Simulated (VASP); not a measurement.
# Ta (Im-3m) in VASP: a series of runs

The runs below take Ta through single point, relaxation of cell and atoms, with LDA.

Program: VASP 6.6.1. These are calculated values, not measurements. Logs are shortened: lines on timing, memory, paths and dates and some standing lists are left out, and cuts for length are marked.

### 1 The cell of the first run

It takes space group Im-3m (No. 229, cubic). Conventional cell: a = 3.253 Å, b = 3.253 Å, c = 3.253 Å, α = 90.00°, β = 90.00°, γ = 90.00°. Ta (site symmetry m-3m) has 14 Ta at 2.82 to 3.25 Å within 3.7 Å.

### 2 Single point, LDA

INCAR reads:

```
SYSTEM = Ta
PREC = Accurate
ENCUT = 520
EDIFF = 1E-6
ISMEAR = 0
SIGMA = 0.1
LREAL = .FALSE.
LASPH = .TRUE.
NELM = 60
ALGO = Normal
ISIF = 2
LWAVE = .FALSE.
LCHARG = .FALSE.
NBANDS = 12
```

KPOINTS reads:

```
Automatic mesh
0
G
  18 18 18
  0 0 0
```

POSCAR reads:

```
Ta
1.0
   -1.6264339961      1.6264339961      1.6264339961
    1.6264339961     -1.6264339961      1.6264339961
    1.6264339961      1.6264339961     -1.6264339961
Ta
1
Direct
    0.0000000000      0.0000000000      0.0000000000
```

Potentials or basis: VASP PAW LDA potentials, release 64 (Ta_pv).

Started as:

```sh
$ cat potpaw_LDA.64/Ta_pv/POTCAR > POTCAR
$ mpirun -np 1 vasp_std > vasp.out
```

OUTCAR:

```text
SYSTEM = Ta
   PREC = Accurate
   ENCUT = 520
   EDIFF = 1E-6
   ISMEAR = 0
   LREAL = .FALSE.
   LASPH = .TRUE.
   NELM = 60
   ISIF = 2

 ion  position               nearest neighbor table
   1  0.000  0.000  0.000-

  LATTYP: Found a body centered cubic cell.
 ALAT       =     3.2528679922

  Lattice vectors:

 A1 = (  -1.6264339961,   1.6264339961,   1.6264339961)
 A2 = (   1.6264339961,  -1.6264339961,   1.6264339961)
 A3 = (   1.6264339961,   1.6264339961,  -1.6264339961)

Analysis of symmetry for initial positions (statically):
=====================================================================
 Subroutine PRICEL returns:
 Original cell was already a primitive cell.

 Routine SETGRP: Setting up the symmetry group for a
 body centered cubic supercell.

 Subroutine GETGRP returns: Found 48 space group operations
 (whereof 48 operations were pure point group operations)
 out of a pool of 48 trial point group operations.

The static configuration has the point symmetry O_h .

Analysis of symmetry for dynamics (positions and initial velocities):
=====================================================================
 Subroutine PRICEL returns:
 Original cell was already a primitive cell.

 Routine SETGRP: Setting up the symmetry group for a
 body centered cubic supercell.

 Subroutine GETGRP returns: Found 48 space group operations
 (whereof 48 operations were pure point group operations)
 out of a pool of 48 trial point group operations.

The dynamic configuration has the point symmetry O_h .

 Subroutine INISYM returns: Found 48 space group operations
 (whereof 48 operations are pure point group operations),
 and found     1 'primitive' translations

----------------------------------------------------------------------------------------

                                     Primitive cell

  volume of cell :      17.2095

  direct lattice vectors                    reciprocal lattice vectors
    -1.626433996  1.626433996  1.626433996     0.000000000  0.307421021  0.307421021
     1.626433996 -1.626433996  1.626433996     0.307421021  0.000000000  0.307421021
     1.626433996  1.626433996 -1.626433996     0.307421021  0.307421021  0.000000000

  length of vectors
     2.817066316  2.817066316  2.817066316     0.434758978  0.434758978  0.434758978

  position of ions in fractional coordinates (direct lattice)
     0.000000000  0.000000000  0.000000000

  ion indices of the primitive-cell ions
   primitive index   ion index
                 1           1

----------------------------------------------------------------------------------------

 KPOINTS: Automatic mesh

Automatic generation of k-mesh.
 Grid dimensions read from file:
 generate k-points for:   18   18   18

 Generating k-lattice:

  Cartesian coordinates                     Fractional coordinates (reciprocal lattice)
     0.000000000  0.017078946  0.017078946     0.055555556  0.000000000  0.000000000
     0.017078946  0.000000000  0.017078946     0.000000000  0.055555556  0.000000000
     0.017078946  0.017078946  0.000000000     0.000000000  0.000000000  0.055555556

  Length of vectors
     0.024153277  0.024153277  0.024153277

  Shift w.r.t. Gamma in fractional coordinates (k-lattice)
     0.000000000  0.000000000  0.000000000

 Subroutine IBZKPT returns following result:
 ===========================================

 Found    195 irreducible k-points:

 Following reciprocal coordinates:
            Coordinates               Weight
  0.000000  0.000000  0.000000      1.000000
  0.055556  0.000000  0.000000     12.000000
  0.111111  0.000000  0.000000     12.000000
  0.166667  0.000000  0.000000     12.000000
  0.222222  0.000000  0.000000     12.000000
  0.277778  0.000000  0.000000     12.000000
[... 16 lines left out ...]
  0.333333  0.111111 -0.000000     48.000000
  0.388889  0.111111  0.000000     48.000000
 [... further k-points ...]
   k-points           NKPTS =    195   k-points in BZ     NKDIM =    195   number of bands    NBANDS=     12
   number of dos      NEDOS =    301   number of ions     NIONS =      1
   total plane-waves  NPLWV =  13824
   dimension x,y,z NGX =    24 NGY =   24 NGZ =   24
   dimension x,y,z NGXF=    48 NGYF=   48 NGZF=   48
   ions per type =               1
   NGX,Y,Z   is equivalent  to a cutoff of  14.16, 14.16, 14.16 a.u.
   NGXF,Y,Z  is equivalent  to a cutoff of  28.33, 28.33, 28.33 a.u.
 SYSTEM =  Ta
   PREC   = accura    normal or accurate (medium, high low for compatibility)
   ISTART =      0    job   : 0-new  1-cont  2-samecut
   ICHARG =      2    charge: 1-file 2-atom 10-const
   ISPIN  =      1    spin polarized calculation?
   LNONCOLLINEAR =      F non collinear calculations
   LSORBIT =      F    spin-orbit coupling
   LASPH  =      T    aspherical Exc in radial PAW
   ENCUT  =  520.0 eV  38.22 Ry    6.18 a.u.   5.24  5.24  5.24*2*pi/ulx,y,z
   NELM   =     60;   NELMIN=  2; NELMDL= -5     # of ELM steps
   EDIFF  = 0.1E-05   stopping-criterion for ELM
   LREAL  =      F    real-space projection
   EDIFFG = 0.1E-04   stopping-criterion for IOM
   NSW    =      0    number of steps for IOM
   IBRION =     -1    ionic relax: 0-MD 1-quasi-New 2-CG
   NFREE  =      0    steps in history (QN), initial steepest desc. (CG)
   ISIF   =      2    stress and relaxation
   ISYM   =      2    0-nonsym 1-usesym 2-fastsym
   POTIM  = 0.5000    time-step for ionic-motion
   TEBEG  =    0.0;   TEEND  =   0.0 temperature during run
   PSTRESS=    0.0 pullay stress
   NELECT =      11.0000    total number of electrons
   NUPDOWN=      -1.0000    fix difference up-down
   EMIN   =  10.00;   EMAX   =-10.00  energy-range for DOS
   EFERMI =   0.00;   METHOD = LEGACY
   ISMEAR =     0;   SIGMA  =   0.10  broadening in eV -4-tet -1-fermi 0-gaus
   EFERMI_NEDOS =   21; number of points for ismear=-14 and -15
   IALGO  =     38    algorithm
   IMIX   =      4    mixing-type and parameters
     AMIX     =   0.40;   BMIX     =  1.00
     AMIX_MAG =   1.60;   BMIX_MAG =  1.00
  volume/ion in A,a.u.               =      17.21       116.14
  Fermi-wavevector in a.u.,A,eV,Ry     =   1.410206  2.664903 27.057655  1.988682
  Thomas-Fermi vector in A             =   2.532184
   LORBIT       =      0    0 simple, 1 ext, 2 COOP (PROOUT), +10 PAW based schemes
   GGA     = CA    functional components
   LHFCALC =     F    Hartree Fock is set to
   AEXX    =    0.0000 exact exchange contribution
   IVDW    =     0    specifies the selected vdW correction
   LEPSILON=     F    determine dielectric tensor
   LRPA    =     F    only Hartree local field effects (RPA)
 non-spin polarized calculation
 Gauss-broadening in eV      SIGMA  =   0.10
  energy-cutoff  :      520.00
  volume of cell :       17.21
 maximum number of plane-waves:       478
 NGX is ok and might be reduce to    24
   NGX = 11   NGY = 11   NGZ = 11

 number of electron      11.0000000 magnetization

 Free energy of the ion-electron system (eV)
  ---------------------------------------------------
  ext. energy  EPLUGINS =         0.00000000
  ---------------------------------------------------
  free energy    TOTEN  =       -12.83277230 eV

  energy without entropy =      -12.82698282  energy(sigma->0) =      -12.82987756

 E-fermi :   5.7796     XC(G=0): -13.0288

 val. band max:        5.7774251774   @ k =  -0.3333   0.3333   0.1667
 cond. band min:       5.7855135734   @ k =  -0.2222   0.2222   0.1667
 fundamental gap:      0.0080883959
 Fermi energy:         5.7796385285

 k-point     1 :       0.0000    0.0000    0.0000
  band No.  band energies     occupation
      1     -26.9366      2.00000
      2     -26.9366      2.00000
      3     -26.9366      2.00000
      4      -2.2282      2.00000
      5       6.4503      0.00000
      6       6.4503      0.00000
      7       6.4503      0.00000
      8       9.8742      0.00000
      9       9.8742      0.00000
     10      19.6261      0.00000
     11      21.0711      0.00000
     12      21.0711      0.00000

 k-point     2 :       0.0556    0.0000    0.0000
  band No.  band energies     occupation
      1     -26.9828      2.00000
      2     -26.9506      2.00000
      3     -26.9369      2.00000
      4      -2.0806      2.00000
      5       6.3546      0.00000
      6       6.4250      0.00000
      7       6.5946      0.00000
      8       9.7142      0.00000
      9       9.8740      0.00000
     10      19.6262      0.00000
     11      21.2062      0.00000
     12      21.3260      0.00000

 k-point     3 :       0.1111    0.0000    0.0000
  band No.  band energies     occupation
      1     -27.1139      2.00000
      2     -26.9906      2.00000
      3     -26.9378      2.00000
      4      -1.6548      2.00000
      5       6.0911      0.00001
      6       6.3166      0.00000
      7       7.0226      0.00000
      8       9.3820      0.00000
      9       9.8817      0.00000
     10      19.6259      0.00000
     11      21.5509      0.00000
     12      22.0653      0.00000

 k-point     4 :       0.1667    0.0000    0.0000
  band No.  band energies     occupation
      1     -27.3100      2.00000
      2     -27.0513      2.00000
      3     -26.9392      2.00000
      4      -1.0041      2.00000
      5       5.7181      1.61610
      6       6.0745      0.00003
      7       7.7210      0.00000
      8       9.1577      0.00000
      9       9.9182      0.00000
     10      19.6255      0.00000
     11      21.8732      0.00000
     12      23.2249      0.00000

 k-point     5 :       0.2222    0.0000    0.0000
  band No.  band energies     occupation
      1     -27.5430      2.00000
      2     -27.1249      2.00000
      3     -26.9409      2.00000
      4      -0.2293      2.00000
      5       5.3014      2.00000
      6       5.7670      1.14179
      7       8.6655      0.00000
      8       9.1803      0.00000
      9      10.0051      0.00000
     10      19.6246      0.00000
     11      21.7241      0.00000
     12      23.7495      0.00000

 k-point     6 :       0.2778    0.0000    0.0000
  band No.  band energies     occupation
      1     -27.7828      2.00000
      2     -27.2022      2.00000
      3     -26.9428      2.00000
      4       0.5040      2.00000
      5       4.8976      2.00000
      6       5.6235      1.97278
      7       9.3906      0.00000
      8       9.8175      0.00000
      9      10.1546      0.00000
     10      19.6224      0.00000
     11      20.9276      0.00000
     12      22.5918      0.00000

 k-point     7 :       0.3333    0.0000    0.0000
  band No.  band energies     occupation
      1     -28.0010      2.00000
      2     -27.2738      2.00000
      3     -26.9446      2.00000
      4       0.9966      2.00000
      5       4.5481      2.00000
      6       5.8830      0.14392
      7       9.6592      0.00000
      8      10.3602      0.00000
      9      11.1124      0.00000
     10      19.6147      0.00000
     11      19.8746      0.00000
     12      21.0431      0.00000

 k-point     8 :       0.3889    0.0000    0.0000
  band No.  band energies     occupation
      1     -28.1741      2.00000
      2     -27.3315      2.00000
      3     -26.9461      2.00000
      4       1.1882      2.00000
      5       4.2813      2.00000
      6       6.5601      0.00000
      7       9.8482      0.00000
      8      10.5889      0.00000
      9      12.4306      0.00000
     10      18.9182      0.00000
     11      19.4726      0.00000
     12      19.7642      0.00000
[... 166 lines left out ...]
 k-point    20 :       0.1667    0.1111    0.0000
  band No.  band energies     occupation
      1     -27.6099      2.00000
      2     -27.1276      2.00000
      3     -26.9924      2.00000
      4       0.1329      2.00000
      5       5.2761      2.00000
      6       5.4252      2.00000
      7       8.8210      0.00000
      8       9.2299      0.00000
      9      10.3518      0.00000
     10      19.6240      0.00000
     11      22.2206      0.00000
     12      23.1562      0.00000

 k-point    21 :       0.2222    0.1111    0.0000
  band No.  band energies     occupation
      1     -27.8137      2.00000
      2     -27.2167      2.00000
      3     -26.9989      2.00000
      4       0.8816      2.00000
      5       4.8832      2.00000
      6       5.2686      2.00000
      7       8.9891      0.00000
      8      10.4075      0.00000
      9      10.5387      0.00000
     10      19.6208      0.00000
     11      21.0583      0.00000
     12      22.7867      0.00000

 k-point    22 :       0.2778    0.1111    0.0000
  band No.  band energies     occupation
      1     -27.9983      2.00000
      2     -27.3032      2.00000
      3     -27.0033      2.00000
      4       1.4076      2.00000
      5       4.5687      2.00000
      6       5.4431      2.00000
      7       9.2908      0.00000
      8      10.6708      0.00000
      9      11.7266      0.00000
     10      19.5931      0.00000
     11      19.9106      0.00000
     12      21.4509      0.00000

 k-point    23 :       0.3333    0.1111   -0.0000
  band No.  band energies     occupation
      1     -28.1445      2.00000
      2     -27.3741      2.00000
      3     -27.0064      2.00000
      4       1.6140      2.00000
      5       4.3402      2.00000
      6       6.0073      0.00129
      7       9.5744      0.00000
      8      10.8101      0.00000
      9      13.0324      0.00000
     10      18.8290      0.00000
     11      19.6315      0.00000
     12      20.0673      0.00000

 k-point    24 :       0.3889    0.1111    0.0000
  band No.  band energies     occupation
      1     -28.2381      2.00000
      2     -27.4204      2.00000
      3     -27.0082      2.00000
      4       1.6357      2.00000
      5       4.1998      2.00000
      6       6.6739      0.00000
      7       9.6476      0.00000
      8      11.0241      0.00000
      9      14.1029      0.00000
     10      17.9289      0.00000
     11      19.1787      0.00000
     12      19.6442      0.00000

 [... further k-points ...]
[... 5 lines left out ...]
  --------------------------------------------------------------------------------------
  -------------------------------------------------------------------------------------
  Total        0.0949005      0.0949005      0.0949005      0.0000000     -0.0000000      0.0000000
  in kB        8.8350644      8.8350644      8.8350644      0.0000000     -0.0000000      0.0000000
  external PRESSURE =       8.8350644 kB  Pullay stress =       0.0000000 kB

 VOLUME and BASIS-vectors are now :
 -----------------------------------------------------------------------------
  energy-cutoff  :      520.00
  volume of cell :       17.21
      direct lattice vectors                 reciprocal lattice vectors
    -1.626433996  1.626433996  1.626433996     0.000000000  0.307421021  0.307421021
     1.626433996 -1.626433996  1.626433996     0.307421021  0.000000000  0.307421021
     1.626433996  1.626433996 -1.626433996     0.307421021  0.307421021  0.000000000

 POSITION                                       TOTAL-FORCE (eV/Angst)
 -----------------------------------------------------------------------------------
      0.00000      0.00000      0.00000         0.000000      0.000000      0.000000
 -----------------------------------------------------------------------------------
    total drift:                               -0.000000      0.000000     -0.000000

  FREE ENERGIE OF THE ION-ELECTRON SYSTEM (eV)
  ---------------------------------------------------
  free  energy   TOTEN  =       -12.8327722951 eV

  energy  without entropy=      -12.8269828156  energy(sigma->0) =      -12.82987756
```

Wall time 16 s (1 thread of Intel Xeon 6975P-C, shared host); peak memory 0.16 GiB.

Results:

* Free energy: -12.8328 eV
* Pressure: 0.9 GPa

Levels at points of the mesh, in eV from the Fermi level:
```tsv
k point	band 2	band 3	band 4	band 5	band 6	band 7	band 8	band 9	band 10	band 11
(0.00, 0.00, 0.00)	-32.72	-32.72	-8.01	0.67	0.67	0.67	4.09	4.09	13.85	15.29
(0.50, 0.00, 0.00)	-33.16	-32.73	-4.58	-1.72	1.97	4.01	5.07	8.21	12.24	12.45
(0.50, 0.50, 0.50)	-33.68	-33.68	-4.09	-4.09	7.17	7.17	7.17	9.18	9.18	9.18
```

Caveat: spin-orbit coupling is left out, which moves the levels of the heavy elements.

[end of part 1 of 2]
